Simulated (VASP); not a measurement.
Set up this calculation in VASP 6.6.1, as the native input.

```yaml
Task: single point
Functional: PBE
Potentials_or_basis: VASP PAW PBE potentials, release 64 (Na_pv, Be, F)
Cutoff: 520 eV
k_mesh: 6 × 6 × 6
Occupations: gaussian, width 0.02 eV
Spin: no spin polarisation
Dipole_correction: no
Further_INCAR_settings: ALGO = Normal; EDIFF = 1e-06; NBANDS = 23
```

The structure of NaBeF3 lies in POSCAR:

```
NaBeF3
1.0
    3.5689295792      0.0000000000      0.0000000000
    0.0000000000      3.5689295792      0.0000000000
    0.0000000000      0.0000000000      3.5689295792
Na Be F
1 1 3
Direct
    0.0000000000      0.0000000000      0.0000000000
    0.5000000000      0.5000000000      0.5000000000
    0.0000000000      0.5000000000      0.5000000000
    0.5000000000      0.0000000000      0.5000000000
    0.5000000000      0.5000000000      0.0000000000
```

The input as run:

INCAR

```
SYSTEM = NaBeF3
PREC = Accurate ; ENCUT = 520
EDIFF = 1E-6 ; ISMEAR = 0
SIGMA = 0.02 ; LREAL = .False.
LASPH = .True. ; NELM = 100
ALGO = Normal ; ISIF = 2
LWAVE = .False. ; LCHARG = .False.
GGA = PE ; NBANDS = 23
```

KPOINTS

```
regular mesh
0
Gamma
  6 6 6
  0 0 0
```

Potentials or basis: VASP PAW PBE potentials, release 64 (Na_pv, Be, F).

Run with:

```bash
$ cat potpaw_PBE.64/Na_pv/POTCAR potpaw_PBE.64/Be/POTCAR potpaw_PBE.64/F/POTCAR > POTCAR
$ mpirun -np 1 vasp_std > vasp.out
```

It gave:

| Property | Result |
| --- | --- |
| Pressure | -0.2 GPa |
| Band gap on the k mesh | 7.45 eV, indirect (least direct gap 8.10 eV) |

It took 7.2 s on 1 thread of Intel(R) Xeon(R) 6975P-C (Granite Rapids), on a shared host, peak memory 0.15 GiB.
